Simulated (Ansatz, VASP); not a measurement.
**One calculation of Cu, two programs**

Contents of INCAR:

```
PREC = Accurate
ENCUT = 520
EDIFF = 1E-6
ISMEAR = 0
SIGMA = 0.15
LREAL = F
LASPH = T
NELM = 80
ALGO = Fast
ISIF = 2
LWAVE = F
LCHARG = F
GGA = PS
NBANDS = 12
```

File KPOINTS:

```
regular mesh
0
Gamma
  24 24 24
```

The input POSCAR:

```
Cu
1.0
   -1.5582167856      1.5582167856      1.3210381920
    1.5582167856     -1.5582167856      1.3210381920
    1.5582167856      1.5582167856     -1.3210381920
Cu
1
Direct
    0.0000000000      0.0000000000      0.0000000000
```

Input for Ansatz:

```yaml
crystal:
  lattice:
    - [-1.5582167856, 1.5582167856, 1.321038192]
    - [1.5582167856, -1.5582167856, 1.321038192]
    - [1.5582167856, 1.5582167856, -1.321038192]
  atoms:
    - { symbol: Cu, position: [0.0, 0.0, 0.0] }
basis:
  ecutwfc: 420
kpoints:
  mp_grid: { grid: [24, 24, 24] }
hamiltonian:
  xc: pbesol
scf:
  occupations: { method: gaussian, width: 0.15 }
output:
  forces: true
  stress: true
  eigenvalues: true
```

Change from the starting cell: strain +0.080 along x and y, -0.040 along z, atoms carried along.

Alike in both runs: task single point; functional PBEsol; k mesh 24 × 24 × 24; occupations gaussian, width 0.15 eV; no spin polarisation.

|  | VASP | Ansatz |
| --- | --- | --- |
| version | VASP 6.6.1 | Ansatz 0.2.0 |
| potentials or method | VASP PAW PBE potentials, release 64 (Cu), cutoff 520 eV | scalar-relativistic, plane waves, PAW |
| valence electrons in the cell | 11 | 19 |

|  | VASP | Ansatz | Ansatz less VASP |
| --- | --- | --- | --- |
| gap on the k mesh at the Fermi level (eV) | none | none | - |
| pressure (GPa) | -13.4 | -14.2 | -0.76 |
| traceless stress, the component that is largest in VASP (GPa) | 1.56 | 1.54 | -0.028 |

VASP's potentials were made for PBE, not for PBEsol. A gap of «none» marks a metal or a gap that the smearing closes. VASP's potentials hold 11 valence electrons a cell and Ansatz's 19, so a difference there can come from the potentials and not from the codes.
